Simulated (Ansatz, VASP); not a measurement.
**One calculation of Pb, two programs**

```xyz
2
Lattice="0.0000 3.4169 3.4169 3.4169 0.0000 3.4169 3.4169 3.4169 0.0000" Properties=species:S:1:pos:R:3 pbc="T T T"
Pb   -0.5467   -1.1617   -1.1617
Pb    0.5467    1.1617    1.1617
```

Change from the starting cell: shortest bond scaled by 0.64, PAW files.

Alike in both runs: task electric field gradients; functional PBE; k mesh 8 × 8 × 8; occupations fermi-dirac, width 0.05 eV; no spin polarisation.

|  | VASP | Ansatz |
| --- | --- | --- |
| version | VASP 6.6.1 | Ansatz 0.2.0 |
| potentials or method | VASP PAW PBE potentials, release 64 (Pb_d) | PAW with Ansatz's default frozen-core files, scalar-relativistic |
| plane-wave cutoff (eV) | 520 | 420 |
| valence electrons in the cell | 28 | 28 |

```csv
,VASP,Ansatz,Ansatz less VASP
pressure (GPa),51.6,53.0,+1.33
"traceless stress, the component that is largest in VASP (GPa)",-52.91,-54.34,-1.428
rms of the force components (eV/Å),24.425,25.117,+0.6925
size of Vzz on the site where it differs most (V/Å²),474.6,140.2,-334.43
```

Atom by atom the forces differ by 0.693 eV/Å (rms over components). Both programs put the cell under a high pressure, so it lies far from rest at this level.

Neither program's run includes spin-orbit coupling.
